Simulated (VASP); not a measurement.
# PbSe (Fm-3m) in VASP: phonons with r2SCAN

Aim: the phonons of PbSe with r2SCAN.

Program: VASP 6.6.1. These are calculated values, not measurements. Logs are shortened: lines on timing, memory, paths and dates and some standing lists are left out, and cuts for length are marked.

### 1 The cell of the first run

It takes space group Fm-3m (No. 225, cubic). The conventional cell has a = 6.179 Å, b = 6.179 Å, c = 6.179 Å, α = 90.00°, β = 90.00°, γ = 90.00°. Pb (site symmetry m-3m) has 6 Se at 3.09 Å within 4.1 Å. Within 4.1 Å of Se (site symmetry m-3m) lie 6 Pb at 3.09 Å.

### 2 Phonons, r2SCAN

The input, INCAR:

```
SYSTEM = PbSe
  ALGO = Normal
  EDIFF = 1E-8
  ENCUT = 520
  IBRION = 6
  ISIF = 2
  ISMEAR = 0
  LASPH = .True.
  LCHARG = .False.
  LMIXTAU = .True.
  LREAL = .False.
  LWAVE = .False.
  METAGGA = R2SCAN
  NELM = 80
  NFREE = 2
  NSW = 1
  POTIM = 0.015
  PREC = Accurate
  SIGMA = 0.01
```

The input, KPOINTS:

```
k-points
0
Gamma
  6 6 6
  0 0 0
```

The input, POSCAR:

```
PbSe
1.0
    0.0000000000      3.0896075785      3.0896075785
    3.0896075785      0.0000000000      3.0896075785
    3.0896075785      3.0896075785      0.0000000000
Pb Se
1 1
Direct
    0.0000000000      0.0000000000      0.0000000000
    0.5000000000      0.5000000000      0.5000000000
```

Potentials or basis: VASP PAW PBE potentials, release 64 (Pb_d, Se).

Command:

```bash
$ cat potpaw_PBE.64/Pb_d/POTCAR potpaw_PBE.64/Se/POTCAR > POTCAR
$ mpirun -np 1 vasp_std > vasp.out
```

OUTCAR:

```text
SYSTEM = PbSe
   EDIFF = 1E-8
   ENCUT = 520
   IBRION = 6
   ISIF = 2
   ISMEAR = 0
   LASPH = .True.
   LREAL = .False.
   METAGGA = R2SCAN
   NELM = 80
   NFREE = 2
   NSW = 1
   POTIM = 0.015
   PREC = Accurate

 ion  position               nearest neighbor table
   1  0.000  0.000  0.000-   2 3.09   2 3.09   2 3.09   2 3.09   2 3.09   2 3.09
   2  0.500  0.500  0.500-   1 3.09   1 3.09   1 3.09   1 3.09   1 3.09   1 3.09

  LATTYP: Found a face centered cubic cell.
 ALAT       =     6.1792151570

  Lattice vectors:

 A1 = (   0.0000000000,   3.0896075785,   3.0896075785)
 A2 = (   3.0896075785,   0.0000000000,   3.0896075785)
 A3 = (   3.0896075785,   3.0896075785,   0.0000000000)

Analysis of symmetry for initial positions (statically):
=====================================================================
 Subroutine PRICEL returns:
 Original cell was already a primitive cell.

 Routine SETGRP: Setting up the symmetry group for a
 face centered cubic supercell.

 Subroutine GETGRP returns: Found 48 space group operations
 (whereof 48 operations were pure point group operations)
 out of a pool of 48 trial point group operations.

The static configuration has the point symmetry O_h .

Analysis of symmetry for dynamics (positions and initial velocities):
=====================================================================
 Subroutine PRICEL returns:
 Original cell was already a primitive cell.

 Routine SETGRP: Setting up the symmetry group for a
 face centered cubic supercell.

 Subroutine GETGRP returns: Found 48 space group operations
 (whereof 48 operations were pure point group operations)
 out of a pool of 48 trial point group operations.

The dynamic configuration has the point symmetry O_h .

 Subroutine INISYM returns: Found 48 space group operations
 (whereof 48 operations are pure point group operations),
 and found     1 'primitive' translations

----------------------------------------------------------------------------------------

                                     Primitive cell

  volume of cell :      58.9848

  direct lattice vectors                    reciprocal lattice vectors
     0.000000000  3.089607578  3.089607578    -0.161832850  0.161832850  0.161832850
     3.089607578  0.000000000  3.089607578     0.161832850 -0.161832850  0.161832850
     3.089607578  3.089607578  0.000000000     0.161832850  0.161832850 -0.161832850

  length of vectors
     4.369364940  4.369364940  4.369364940     0.280302719  0.280302719  0.280302719

  position of ions in fractional coordinates (direct lattice)
     0.000000000  0.000000000  0.000000000
     0.500000000  0.500000000  0.500000000

  ion indices of the primitive-cell ions
   primitive index   ion index
                 1           1
                 2           2

----------------------------------------------------------------------------------------

 KPOINTS: k-points

Automatic generation of k-mesh.
 Grid dimensions read from file:
 generate k-points for:    6    6    6

 Generating k-lattice:

  Cartesian coordinates                     Fractional coordinates (reciprocal lattice)
    -0.026972142  0.026972142  0.026972142     0.166666667  0.000000000  0.000000000
     0.026972142 -0.026972142  0.026972142     0.000000000  0.166666667  0.000000000
     0.026972142  0.026972142 -0.026972142     0.000000000  0.000000000  0.166666667

  Length of vectors
     0.046717120  0.046717120  0.046717120

  Shift w.r.t. Gamma in fractional coordinates (k-lattice)
[... 52 lines left out ...]
   TEBEG  =    0.0;   TEEND  =   0.0 temperature during run
   PSTRESS=    0.0 pullay stress
   NELECT =      20.0000    total number of electrons
   NUPDOWN=      -1.0000    fix difference up-down
   EMIN   =  10.00;   EMAX   =-10.00  energy-range for DOS
   EFERMI =   0.00;   METHOD = LEGACY
   ISMEAR =     0;   SIGMA  =   0.01  broadening in eV -4-tet -1-fermi 0-gaus
   EFERMI_NEDOS =   21; number of points for ismear=-14 and -15
   IALGO  =     38    algorithm
   IMIX   =      4    mixing-type and parameters
     AMIX     =   0.40;   BMIX     =  1.00
     AMIX_MAG =   1.60;   BMIX_MAG =  1.00
  volume/ion in A,a.u.               =      29.49       199.02
  Fermi-wavevector in a.u.,A,eV,Ry     =   1.141576  2.157266 17.731056  1.303196
  Thomas-Fermi vector in A             =   2.278276
   LORBIT       =      0    0 simple, 1 ext, 2 COOP (PROOUT), +10 PAW based schemes
   METAGGA = R2SCAN    functional components
   LHFCALC =     F    Hartree Fock is set to
   AEXX    =    0.0000 exact exchange contribution
   IVDW    =     0    specifies the selected vdW correction
   LEPSILON=     F    determine dielectric tensor
   LRPA    =     F    only Hartree local field effects (RPA)
 finite differences with symmetry
 non-spin polarized calculation
 Gauss-broadening in eV      SIGMA  =   0.01
  energy-cutoff  :      520.00
  volume of cell :       58.98
 maximum number of plane-waves:      1639
   NGX = 17   NGY = 17   NGZ = 17

--------------------------------------- Ionic step        1  -------------------------------------------

 number of electron      19.9999993 magnetization

 Free energy of the ion-electron system (eV)
  ---------------------------------------------------
  ext. energy  EPLUGINS =         0.00000000
  ---------------------------------------------------
  free energy    TOTEN  =       -71.94114952 eV

  energy without entropy =      -71.94114952  energy(sigma->0) =      -71.94114952

------------------------ aborting loop because EDIFF is reached ----------------------------------------

  FORCE on cell =-STRESS in cart. coord.  units (eV):
  Direction    XX          YY          ZZ          XY          YZ          ZX
  --------------------------------------------------------------------------------------
  -------------------------------------------------------------------------------------
  Total       -0.0214581     -0.0214581     -0.0214581     -0.0000000     -0.0000000     -0.0000000
  in kB       -0.5828560     -0.5828560     -0.5828560     -0.0000000     -0.0000000     -0.0000000
  external PRESSURE =      -0.5828560 kB  Pullay stress =       0.0000000 kB
[... 131 lines left out ...]
--------------------------------------- Ionic step        5  -------------------------------------------

 number of electron      19.9999993 magnetization

 Free energy of the ion-electron system (eV)
  ---------------------------------------------------
  ext. energy  EPLUGINS =         0.00000000
  ---------------------------------------------------
  free energy    TOTEN  =       -71.94114197 eV

  energy without entropy =      -71.94114197  energy(sigma->0) =      -71.94114197

 E-fermi :   4.6334     XC(G=0):  -9.9292

 val. band max:        4.5427194153   @ k =   0.5000   0.0000   0.0000
 cond. band min:       5.2180716241   @ k =   0.5000   0.0000   0.0000
 fundamental gap:      0.6753522088
 Fermi energy:         4.6333828041

 k-point     1 :       0.0000    0.0000    0.0000
  band No.  band energies     occupation
      1     -12.8547      2.00000
      2     -12.8546      2.00000
      3     -12.8546      2.00000
      4     -12.8500      2.00000
      5     -12.8500      2.00000
      6      -9.3387      2.00000
      7      -1.8354      2.00000
      8       2.6713      2.00000
      9       2.6719      2.00000
     10       2.6719      2.00000
     11       9.5400      0.00000
     12       9.5400      0.00000
     13       9.5418      0.00000
     14      11.5862      0.00000
[... 377 lines left out ...]
      1     -12.9213      2.00000
      2     -12.8544      2.00000
      3     -12.8478      2.00000
      4     -12.8324      2.00000
      5     -12.8241      2.00000
      6      -8.0222      2.00000
      7      -3.8016      2.00000
      8       0.3482      2.00000
      9       2.2126      2.00000
     10       2.7276      2.00000
     11       7.5279      0.00000
     12       8.0682      0.00000
     13       9.9571      0.00000
     14      11.8617      0.00000

 [... further k-points ...]

------------------------ aborting loop because EDIFF is reached ----------------------------------------

  FORCE on cell =-STRESS in cart. coord.  units (eV):
  Direction    XX          YY          ZZ          XY          YZ          ZX
  --------------------------------------------------------------------------------------
  -------------------------------------------------------------------------------------
  Total       -0.0183708     -0.0213647     -0.0213647      0.0000000      0.0000000      0.0000000
  in kB       -0.4989987     -0.5803195     -0.5803195      0.0000000      0.0000000      0.0000000
  external PRESSURE =      -0.5532126 kB  Pullay stress =       0.0000000 kB
[... 17 lines left out ...]
  FREE ENERGIE OF THE ION-ELECTRON SYSTEM (eV)
  ---------------------------------------------------
  free  energy   TOTEN  =       -71.9411419736 eV

  energy  without entropy=      -71.9411419736  energy(sigma->0) =      -71.94114197

 INTERNAL STRAIN TENSORS FROM DISPLACED ATOMS
 ============================================

 INTERNAL STRAIN TENSOR FOR ION    1 for displacements in x,y,z  (eV/Angst):
          X           Y           Z          XY          YZ          ZX
  --------------------------------------------------------------------------------
  x     0.00000     0.00000     0.00000     0.00000     0.00000     0.00000
  y     0.00000     0.00000     0.00000     0.00000     0.00000     0.00000
  z     0.00000     0.00000     0.00000     0.00000     0.00000     0.00000

 INTERNAL STRAIN TENSOR FOR ION    2 for displacements in x,y,z  (eV/Angst):
          X           Y           Z          XY          YZ          ZX
  --------------------------------------------------------------------------------
  x     0.00000     0.00000     0.00000     0.00000     0.00000     0.00000
  y     0.00000     0.00000     0.00000     0.00000     0.00000     0.00000
  z     0.00000     0.00000     0.00000     0.00000     0.00000     0.00000

 Eigenvectors and eigenvalues of the dynamical matrix
 ----------------------------------------------------

   1 f  =    0.539715 THz     3.391129 2PiTHz   18.002952 cm-1     2.232081 meV
             X         Y         Z           dx          dy          dz
      0.000000  0.000000  0.000000    -0.490355   -0.000000    0.000000
      3.089608  3.089608  3.089608     0.871523   -0.000000    0.000000
[... 21 lines left out ...]
   6 f/i=    0.021902 THz     0.137616 2PiTHz    0.730582 cm-1     0.090581 meV
             X         Y         Z           dx          dy          dz
      0.000000  0.000000  0.000000    -0.239049    0.838098    0.000000
      3.089608  3.089608  3.089608    -0.134499    0.471548    0.000000

 ELASTIC MODULI CONTR FROM IONIC RELAXATION (kBar)
 Direction    XX          YY          ZZ          XY          YZ          ZX
 --------------------------------------------------------------------------------
 XX           0.0000      0.0000      0.0000      0.0000      0.0000      0.0000
 YY           0.0000      0.0000      0.0000      0.0000      0.0000      0.0000
 ZZ           0.0000      0.0000      0.0000      0.0000      0.0000      0.0000
 XY           0.0000      0.0000      0.0000      0.0000      0.0000      0.0000
 YZ           0.0000      0.0000      0.0000      0.0000      0.0000      0.0000
 ZX           0.0000      0.0000      0.0000      0.0000      0.0000      0.0000
 --------------------------------------------------------------------------------
```

Wall time 8.5 min (1 thread of Intel Xeon 8259CL, shared host); peak memory 0.22 GiB.

What came out:

```yaml
Highest_phonon_frequency_at_Γ_LO-TO_splitting_left_out: 18 cm⁻¹
```

Phonon frequencies in cm⁻¹ (negative: imaginary):
```csv
q point,frequencies
"(0.000, 0.000, 0.000)",-1 -1 -1 18 18 18
```

Caveat: the PAW data sets were made with another functional, which shifts forces and pressure a little; spin-orbit coupling is left out, which moves the levels of the heavy elements.
